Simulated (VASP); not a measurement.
Write the native input for VASP 6.6.1 that does the following.

| Item | Value |
| --- | --- |
| Task | single point |
| Functional | PBEsol |
| Potentials or basis | VASP PAW PBE potentials, release 64 (Ga_d, Sb) |
| Cutoff | 520 eV |
| k mesh | 12 × 12 × 12 |
| Occupations | gaussian, width 0.1 eV |
| Spin | no spin polarisation |
| Dipole correction | no |
| Further INCAR settings | ALGO = Normal; EDIFF = 1e-07; NBANDS = 16 |

The structure of GaSb (sol) lies in POSCAR:

```
GaSb
1.0
    0.0000000000      3.0559490798      3.0559490798
    3.0559490798      0.0000000000      3.0559490798
    3.0559490798      3.0559490798      0.0000000000
Ga Sb
1 1
Direct
    0.0000000000      0.0000000000      0.0000000000
    0.2500000000      0.2500000000      0.2500000000
```

One way to write it, as run:

INCAR

```
PREC = Accurate
ENCUT = 520
EDIFF = 1E-7
ISMEAR = 0
SIGMA = 0.1
LREAL = F
LASPH = T
NELM = 60
ALGO = Normal
ISIF = 2
LWAVE = F
LCHARG = F
GGA = PS
NBANDS = 16
```

KPOINTS

```
Automatic mesh
0
Gamma
  12 12 12
```

Potentials or basis: VASP PAW PBE potentials, release 64 (Ga_d, Sb).

The run is started by

```sh
$ cat potpaw_PBE.64/Ga_d/POTCAR potpaw_PBE.64/Sb/POTCAR > POTCAR
$ mpirun -np 1 vasp_std > vasp.out
```

It gave:

| Item | Value |
| --- | --- |
| Pressure | 0.1 GPa |

Caveat: the PAW data sets were made with another functional, which shifts forces and pressure a little.

It took 45 s on 1 thread of AMD EPYC 7R13 Processor (Zen 3), on a shared host, peak memory 0.19 GiB.
